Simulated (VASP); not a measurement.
# Na (Fm-3m) in VASP: further runs

The runs below take Na through single point, with BLYP.

Program: VASP 6.6.1. These are calculated values, not measurements. Logs are shortened: lines on timing, memory, paths and dates and some standing lists are left out, and cuts for length are marked.

## (1) The cell of the first run

The structure is cubic, space group Fm-3m (No. 225). The conventional cell has a = 5.309 Å, b = 5.309 Å, c = 5.309 Å, α = 90.00°, β = 90.00°, γ = 90.00°. Na (site symmetry m-3m) has 12 Na at 3.75 Å within 4.9 Å.

This isn't the form of Na at room conditions, which is bcc.

## (2) Single point, BLYP

INCAR reads:

```
SYSTEM = Na
AGGAC = 1.0
AGGAX = 1.0
ALDAC = 0.0
ALDAX = 1.0
ALGO = Normal
EDIFF = 1E-7
ENCUT = 520
GGA = B5
ISIF = 2
ISMEAR = -1
LASPH = .True.
LCHARG = .True.
LELF = .True.
LREAL = .False.
LVHAR = .True.
LWAVE = .False.
NBANDS = 10
NELM = 100
PREC = Accurate
SIGMA = 0.1
```

KPOINTS reads:

```
k-points
0
Gamma
  10 10 10
  0 0 0
```

POSCAR reads:

```
Na
1.0
    0.0000000000      2.6546664300      2.6546664300
    2.6546664300      0.0000000000      2.6546664300
    2.6546664300      2.6546664300      0.0000000000
Na
1
Direct
    0.0000000000      0.0000000000      0.0000000000
```

Potentials or basis: VASP PAW PBE potentials, release 64 (Na_pv).

Command:

```console
cat potpaw_PBE.64/Na_pv/POTCAR > POTCAR
mpirun -np 1 vasp_std > vasp.out
```

OUTCAR:

```text
SYSTEM = Na
   EDIFF = 1E-7
   ENCUT = 520
   GGA = B5
   ISIF = 2
   ISMEAR = -1
   LASPH = .True.
   LREAL = .False.
   NELM = 100
   PREC = Accurate

 ion  position               nearest neighbor table
   1  0.000  0.000  0.000-

  LATTYP: Found a face centered cubic cell.
 ALAT       =     5.3093328600

  Lattice vectors:

 A1 = (   0.0000000000,   2.6546664300,   2.6546664300)
 A2 = (   2.6546664300,   0.0000000000,   2.6546664300)
 A3 = (   2.6546664300,   2.6546664300,   0.0000000000)

Analysis of symmetry for initial positions (statically):
=====================================================================
 Subroutine PRICEL returns:
 Original cell was already a primitive cell.

 Routine SETGRP: Setting up the symmetry group for a
 face centered cubic supercell.

 Subroutine GETGRP returns: Found 48 space group operations
 (whereof 48 operations were pure point group operations)
 out of a pool of 48 trial point group operations.

The static configuration has the point symmetry O_h .

Analysis of symmetry for dynamics (positions and initial velocities):
=====================================================================
 Subroutine PRICEL returns:
 Original cell was already a primitive cell.

 Routine SETGRP: Setting up the symmetry group for a
 face centered cubic supercell.

 Subroutine GETGRP returns: Found 48 space group operations
 (whereof 48 operations were pure point group operations)
 out of a pool of 48 trial point group operations.

The dynamic configuration has the point symmetry O_h .

 Subroutine INISYM returns: Found 48 space group operations
 (whereof 48 operations are pure point group operations),
 and found     1 'primitive' translations

----------------------------------------------------------------------------------------

                                     Primitive cell

  volume of cell :      37.4162

  direct lattice vectors                    reciprocal lattice vectors
     0.000000000  2.654666430  2.654666430    -0.188347581  0.188347581  0.188347581
     2.654666430  0.000000000  2.654666430     0.188347581 -0.188347581  0.188347581
     2.654666430  2.654666430  0.000000000     0.188347581  0.188347581 -0.188347581

  length of vectors
     3.754265269  3.754265269  3.754265269     0.326227579  0.326227579  0.326227579

  position of ions in fractional coordinates (direct lattice)
     0.000000000  0.000000000  0.000000000

  ion indices of the primitive-cell ions
   primitive index   ion index
                 1           1

----------------------------------------------------------------------------------------

 KPOINTS: k-points

Automatic generation of k-mesh.
 Grid dimensions read from file:
 generate k-points for:   10   10   10

 Generating k-lattice:

  Cartesian coordinates                     Fractional coordinates (reciprocal lattice)
    -0.018834758  0.018834758  0.018834758     0.100000000  0.000000000  0.000000000
     0.018834758 -0.018834758  0.018834758     0.000000000  0.100000000  0.000000000
     0.018834758  0.018834758 -0.018834758     0.000000000  0.000000000  0.100000000

  Length of vectors
     0.032622758  0.032622758  0.032622758

  Shift w.r.t. Gamma in fractional coordinates (k-lattice)
     0.000000000  0.000000000  0.000000000

 Subroutine IBZKPT returns following result:
 ===========================================

 Found     47 irreducible k-points:

 Following reciprocal coordinates:
            Coordinates               Weight
  0.000000  0.000000  0.000000      1.000000
  0.100000  0.000000  0.000000      8.000000
  0.200000  0.000000  0.000000      8.000000
  0.300000  0.000000  0.000000      8.000000
  0.400000  0.000000  0.000000      8.000000
  0.500000  0.000000  0.000000      4.000000
[... 16 lines left out ...]
  0.300000  0.300000  0.000000      6.000000
  0.400000  0.300000  0.000000     24.000000
 [... further k-points ...]
   k-points           NKPTS =     47   k-points in BZ     NKDIM =     47   number of bands    NBANDS=     10
   number of dos      NEDOS =    301   number of ions     NIONS =      1
   total plane-waves  NPLWV =  21952
   dimension x,y,z NGX =    28 NGY =   28 NGZ =   28
   dimension x,y,z NGXF=    56 NGYF=   56 NGZF=   56
   ions per type =               1
   NGX,Y,Z   is equivalent  to a cutoff of  12.40, 12.40, 12.40 a.u.
   NGXF,Y,Z  is equivalent  to a cutoff of  24.80, 24.80, 24.80 a.u.
 SYSTEM =  Na
   PREC   = accura    normal or accurate (medium, high low for compatibility)
   ISTART =      0    job   : 0-new  1-cont  2-samecut
   ICHARG =      2    charge: 1-file 2-atom 10-const
   ISPIN  =      1    spin polarized calculation?
   LNONCOLLINEAR =      F non collinear calculations
   LSORBIT =      F    spin-orbit coupling
   LASPH  =      T    aspherical Exc in radial PAW
   ENCUT  =  520.0 eV  38.22 Ry    6.18 a.u.   6.98  6.98  6.98*2*pi/ulx,y,z
   NELM   =    100;   NELMIN=  2; NELMDL= -5     # of ELM steps
   EDIFF  = 0.1E-06   stopping-criterion for ELM
   LREAL  =      F    real-space projection
   EDIFFG = 0.1E-05   stopping-criterion for IOM
   NSW    =      0    number of steps for IOM
   IBRION =     -1    ionic relax: 0-MD 1-quasi-New 2-CG
   NFREE  =      0    steps in history (QN), initial steepest desc. (CG)
   ISIF   =      2    stress and relaxation
   ISYM   =      2    0-nonsym 1-usesym 2-fastsym
   POTIM  = 0.5000    time-step for ionic-motion
   TEBEG  =    0.0;   TEEND  =   0.0 temperature during run
   PSTRESS=    0.0 pullay stress
   NELECT =       7.0000    total number of electrons
   NUPDOWN=      -1.0000    fix difference up-down
   EMIN   =  10.00;   EMAX   =-10.00  energy-range for DOS
   EFERMI =   0.00;   METHOD = LEGACY
   ISMEAR =    -1;   SIGMA  =   0.10  broadening in eV -4-tet -1-fermi 0-gaus
   EFERMI_NEDOS =   21; number of points for ismear=-14 and -15
   IALGO  =     38    algorithm
   IMIX   =      4    mixing-type and parameters
     AMIX     =   0.40;   BMIX     =  1.00
     AMIX_MAG =   1.60;   BMIX_MAG =  1.00
  volume/ion in A,a.u.               =      37.42       252.50
  Fermi-wavevector in a.u.,A,eV,Ry     =   0.936313  1.769374 11.927974  0.876681
  Thomas-Fermi vector in A             =   2.063309
   LORBIT       =      0    0 simple, 1 ext, 2 COOP (PROOUT), +10 PAW based schemes
   GGA     = B5    functional components
   LHFCALC =     F    Hartree Fock is set to
   AEXX    =    0.0000 exact exchange contribution
   IVDW    =     0    specifies the selected vdW correction
   LEPSILON=     F    determine dielectric tensor
   LRPA    =     F    only Hartree local field effects (RPA)
 non-spin polarized calculation
  energy-cutoff  :      520.00
  volume of cell :       37.42
 maximum number of plane-waves:      1025
   NGX = 13   NGY = 13   NGZ = 13

 number of electron       6.9999993 magnetization

 Free energy of the ion-electron system (eV)
  ---------------------------------------------------
  ext. energy  EPLUGINS =         0.00000000
  ---------------------------------------------------
  free energy    TOTEN  =        -0.94409286 eV

  energy without entropy =       -0.92837958  energy(sigma->0) =       -0.93623622

 E-fermi :   0.6684     XC(G=0):  -6.1020

 val. band max:        0.6174280108   @ k =   0.5000   0.3000   0.1000
 cond. band min:       0.8777362519   @ k =   0.4000   0.4000   0.0000
 fundamental gap:      0.2603082411
 Fermi energy:         0.6683758120

 k-point     1 :       0.0000    0.0000    0.0000
  band No.  band energies     occupation
      1     -24.5766      2.00000
      2     -24.5766      2.00000
      3     -24.5766      2.00000
      4      -2.5515      2.00000
      5      11.7257      0.00000
      6      11.7257      0.00000
      7      11.7258      0.00000
      8      12.9876      0.00000
      9      13.1184      0.00000
     10      13.1184      0.00000

 k-point     2 :       0.1000    0.0000    0.0000
  band No.  band energies     occupation
      1     -24.5798      2.00000
      2     -24.5770      2.00000
      3     -24.5770      2.00000
      4      -2.3859      2.00000
      5       9.7256      0.00000
      6      11.3975      0.00000
      7      11.3976      0.00000
      8      12.7792      0.00000
      9      13.7202      0.00000
     10      13.7203      0.00000

 k-point     3 :       0.2000    0.0000    0.0000
  band No.  band energies     occupation
      1     -24.5881      2.00000
      2     -24.5782      2.00000
      3     -24.5782      2.00000
      4      -1.8921      2.00000
      5       7.3240      0.00000
      6      10.9802      0.00000
      7      10.9803      0.00000
      8      12.3310      0.00000
      9      13.8582      0.00000
     10      13.8583      0.00000

 k-point     4 :       0.3000    0.0000    0.0000
  band No.  band energies     occupation
      1     -24.5984      2.00000
      2     -24.5797      2.00000
      3     -24.5796      2.00000
      4      -1.0789      2.00000
      5       5.1181      0.00000
      6      10.7574      0.00000
      7      10.7575      0.00000
      8      12.0582      0.00000
      9      12.7539      0.00000
     10      12.7540      0.00000
[... 222 lines left out ...]
 k-point    22 :      -0.2000    0.2000    0.0000
  band No.  band energies     occupation
      1     -24.5968      2.00000
      2     -24.5859      2.00000
      3     -24.5795      2.00000
      4      -0.8104      2.00000
      5       5.9821      0.00000
      6       6.8598      0.00000
      7      11.0339      0.00000
      8      11.9368      0.00000
      9      13.3986      0.00000
     10      14.4547      0.00000

 k-point    23 :       0.3000    0.3000    0.0000
  band No.  band energies     occupation
      1     -24.5974      2.00000
      2     -24.5846      2.00000
      3     -24.5846      2.00000
      4      -0.5962      1.99999
      5       7.4995      0.00000
      6       7.8561      0.00000
      7       8.4662      0.00000
      8       8.4662      0.00000
      9      10.4248      0.00000
     10      17.9663      0.00000

 k-point    24 :       0.4000    0.3000    0.0000
  band No.  band energies     occupation
      1     -24.6019      2.00000
      2     -24.5870      2.00000
      3     -24.5860      2.00000
      4       0.1986      1.98194
      5       6.0707      0.00000
      6       6.4779      0.00000
      7       8.2416      0.00000
      8       8.6926      0.00000
      9      10.9952      0.00000
     10      17.4900      0.00000

 [... further k-points ...]

------------------------ aborting loop because EDIFF is reached ----------------------------------------

  FORCE on cell =-STRESS in cart. coord.  units (eV):
  Direction    XX          YY          ZZ          XY          YZ          ZX
  --------------------------------------------------------------------------------------
  -------------------------------------------------------------------------------------
  Total       -0.0041858     -0.0041858     -0.0041858     -0.0000000      0.0000000      0.0000000
  in kB       -0.1792396     -0.1792396     -0.1792396     -0.0000000      0.0000000      0.0000000
  external PRESSURE =      -0.1792396 kB  Pullay stress =       0.0000000 kB

 VOLUME and BASIS-vectors are now :
 -----------------------------------------------------------------------------
  energy-cutoff  :      520.00
  volume of cell :       37.42
      direct lattice vectors                 reciprocal lattice vectors
     0.000000000  2.654666430  2.654666430    -0.188347581  0.188347581  0.188347581
     2.654666430  0.000000000  2.654666430     0.188347581 -0.188347581  0.188347581
     2.654666430  2.654666430  0.000000000     0.188347581  0.188347581 -0.188347581

 POSITION                                       TOTAL-FORCE (eV/Angst)
 -----------------------------------------------------------------------------------
      0.00000      0.00000      0.00000         0.000000      0.000000      0.000000
 -----------------------------------------------------------------------------------
    total drift:                               -0.000000     -0.000000     -0.000000

  FREE ENERGIE OF THE ION-ELECTRON SYSTEM (eV)
  ---------------------------------------------------
  free  energy   TOTEN  =        -0.9440928552 eV

  energy  without entropy=       -0.9283795819  energy(sigma->0) =       -0.93623622
```

Wall time 35 s (1 thread of AMD EPYC 7R13, shared host); peak memory 0.12 GiB.

What came out:

* Free energy: -0.9441 eV
* Pressure: 0.0 GPa
* Band gap on the k mesh: zero (an odd number of electrons rules out a gap without spin polarisation)

Levels at points of the mesh, in eV from the Fermi level:
```tsv
k point	band 1	band 2	band 3	band 4	band 5	band 6	band 7	band 8
(0.00, 0.00, 0.00)	-25.24	-25.24	-25.24	-3.22	11.06	11.06	11.06	12.32
(0.50, 0.00, 0.00)	-25.28	-25.25	-25.25	0.67	0.91	10.15	10.15	10.94
(0.50, 0.50, 0.00)	-25.28	-25.26	-25.26	1.83	2.35	6.34	7.08	7.08
```

Caveat: the PAW data sets were made with another functional, which shifts forces and pressure a little.

## (3) Single point, BLYP (32.93 Å³/atom)

This run uses another cell than the first one, of 32.93 Å³/atom.

INCAR, as its differences from that of step 2:

```diff
@@ -18,3 +18,3 @@
 NBANDS = 10
-NELM = 100
+NELM = 60
 PREC = Accurate
```

KPOINTS reads:

```
k-points
0
Gamma
  12 12 12
  0 0 0
```

POSCAR reads:

```
Na
1.0
    0.0000000000      2.5439242894      2.5439242894
    2.5439242894      0.0000000000      2.5439242894
    2.5439242894      2.5439242894      0.0000000000
Na
1
Direct
    0.0000000000      0.0000000000      0.0000000000
```

Potentials or basis: VASP PAW PBE potentials, release 64 (Na_pv).

Command:

```console
cat potpaw_PBE.64/Na_pv/POTCAR > POTCAR
mpirun -np 1 vasp_std > vasp.out
```

OUTCAR:

```text
SYSTEM = Na
   EDIFF = 1E-7
   ENCUT = 520
   GGA = B5
   ISIF = 2
   ISMEAR = -1
   LASPH = .True.
   LREAL = .False.
   NELM = 60
   PREC = Accurate

 ion  position               nearest neighbor table
   1  0.000  0.000  0.000-

  LATTYP: Found a face centered cubic cell.
 ALAT       =     5.0878485788

  Lattice vectors:

 A1 = (   0.0000000000,   2.5439242894,   2.5439242894)
 A2 = (   2.5439242894,   0.0000000000,   2.5439242894)
[... 490 lines left out ...]
     10      16.2531      0.00000

 [... further k-points ...]

------------------------ aborting loop because EDIFF is reached ----------------------------------------

  FORCE on cell =-STRESS in cart. coord.  units (eV):
  Direction    XX          YY          ZZ          XY          YZ          ZX
  --------------------------------------------------------------------------------------
  -------------------------------------------------------------------------------------
  Total        0.2350656      0.2350656      0.2350656      0.0000000      0.0000000      0.0000000
  in kB       11.4381871     11.4381871     11.4381871      0.0000000      0.0000000      0.0000000
  external PRESSURE =      11.4381871 kB  Pullay stress =       0.0000000 kB

 VOLUME and BASIS-vectors are now :
 -----------------------------------------------------------------------------
  energy-cutoff  :      520.00
  volume of cell :       32.93
      direct lattice vectors                 reciprocal lattice vectors
     0.000000000  2.543924289  2.543924289    -0.196546730  0.196546730  0.196546730
     2.543924289  0.000000000  2.543924289     0.196546730 -0.196546730  0.196546730
     2.543924289  2.543924289  0.000000000     0.196546730  0.196546730 -0.196546730

 POSITION                                       TOTAL-FORCE (eV/Angst)
 -----------------------------------------------------------------------------------
      0.00000      0.00000      0.00000         0.000000      0.000000     -0.000000
 -----------------------------------------------------------------------------------
    total drift:                               -0.000000     -0.000000     -0.000000

  FREE ENERGIE OF THE ION-ELECTRON SYSTEM (eV)
  ---------------------------------------------------
  free  energy   TOTEN  =        -0.9295273402 eV

  energy  without entropy=       -0.9158536506  energy(sigma->0) =       -0.92269050
```

OSZICAR:

```text
N       E                     dE             d eps       ncg     rms          rms(c)
DAV:   1     0.297991011547E+02    0.29799E+02   -0.39120E+03  1450   0.618E+02
DAV:   2    -0.246623953677E+00   -0.30046E+02   -0.29869E+02  1498   0.157E+02
DAV:   3    -0.925211830749E+00   -0.67859E+00   -0.67804E+00  1760   0.244E+01
DAV:   4    -0.930171570192E+00   -0.49597E-02   -0.49593E-02  1722   0.210E+00
DAV:   5    -0.930233865203E+00   -0.62295E-04   -0.62294E-04  1642   0.235E-01    0.176E-01
DAV:   6    -0.929472642558E+00    0.76122E-03   -0.97710E-04  1676   0.403E-01    0.110E-01
DAV:   7    -0.929426265586E+00    0.46377E-04   -0.18117E-03  1610   0.399E-01    0.274E-02
DAV:   8    -0.929514106129E+00   -0.87841E-04   -0.22229E-04  1748   0.178E-01    0.566E-03
DAV:   9    -0.929526291554E+00   -0.12185E-04   -0.29298E-05  1658   0.339E-02    0.135E-03
DAV:  10    -0.929527085438E+00   -0.79388E-06   -0.33913E-06  1746   0.787E-03    0.589E-04
DAV:  11    -0.929527308693E+00   -0.22326E-06   -0.49314E-07  1590   0.243E-03    0.126E-04
DAV:  12    -0.929527340178E+00   -0.31484E-07   -0.24257E-08  1174   0.114E-03
   1 F= -.92952734E+00 E0= -.92269050E+00  d E =-.136737E-01
```

Wall time 41 s (1 thread of AMD EPYC 7R13, shared host); peak memory 0.13 GiB.

Results:

| Property | Result |
| --- | --- |
| Free energy | -0.9295 eV |
| Pressure | 1.1 GPa |
| Band gap on the k mesh | zero (an odd number of electrons rules out a gap without spin polarisation) |

Caveat: the PAW data sets were made with another functional, which shifts forces and pressure a little.

[end of part 1 of 2]

The gap in the log of VASP goes by the Fermi energy; the results here count the filled bands.